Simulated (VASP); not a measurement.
Set up this calculation in VASP 6.6.1, as the native input.

```
Task                   : single point
Functional             : r2SCAN
Potentials or basis    : VASP PAW PBE potentials, release 64 (Al, N)
Cutoff                 : 520 eV
k mesh                 : 10 × 10 × 10
Occupations            : gaussian, width 0.01 eV
Spin                   : no spin polarisation
Dipole correction      : no
Further INCAR settings : ALGO = Normal; EDIFF = 1e-06; NBANDS = 11
```

AlN:

```
Al N
1.0
     0.06766    2.17716    2.17716
     2.17716    0.06766    2.17716
     2.17716    2.17716    0.06766
Al N
1 1
Direct
  0.00225 0.00225 0.00225
  0.24775 0.24775 0.24775
```

This cell differs from its parent crystal: epitaxial 111 strain -3.5%.

These files were run (other wordings do the same):

POSCAR

```
AlN
1.0
    0.0676630466      2.1771612309      2.1771612309
    2.1771612309      0.0676630466      2.1771612309
    2.1771612309      2.1771612309      0.0676630466
Al N
1 1
Direct
    0.0022524847      0.0022524847      0.0022524847
    0.2477475153      0.2477475153      0.2477475153
```

INCAR.step1

```
SYSTEM = AlN
PREC = Accurate ; ENCUT = 520
ISMEAR = 0 ; SIGMA = 0.01
LREAL = .False. ; LASPH = .True.
NELM = 100 ; NBANDS = 11
GGA = PE ; ALGO = Normal
EDIFF = 1E-4 ; LWAVE = .True.
LCHARG = .False.
```

INCAR.step2

```
SYSTEM = AlN
PREC = Accurate ; ENCUT = 520
EDIFF = 1E-6 ; ISMEAR = 0
SIGMA = 0.01 ; LREAL = .False.
LASPH = .True. ; NELM = 100
ALGO = Normal ; ISIF = 2
LWAVE = .False. ; LCHARG = .False.
METAGGA = R2SCAN ; LMIXTAU = .True.
NBANDS = 11 ; ISTART = 1
```

KPOINTS

```
regular mesh
0
Gamma
  10 10 10
  0 0 0
```

Potentials or basis: VASP PAW PBE potentials, release 64 (Al, N).

Run with:

```bash
$ cat potpaw_PBE.64/Al/POTCAR potpaw_PBE.64/N/POTCAR > POTCAR
$ cp INCAR.step1 INCAR
$ mpirun -np 1 vasp_std > vasp.out
$ cp INCAR.step2 INCAR
$ mpirun -np 1 vasp_std > vasp.out
```

It gave:

```yaml
Pressure: 13.4 GPa
Largest_force: 0.011 eV/Å
Band_gap_on_the_k_mesh: 3.77 eV, indirect (least direct gap 5.18 eV)
```

Caveat: the cell differs from its parent crystal (epitaxial 111 strain -3.5%); the PAW data sets were made with another functional, which shifts forces and pressure a little.

Wall time 2 min on 1 thread of Intel Xeon 8259CL, with other jobs on the host, peak memory 0.15 GiB.
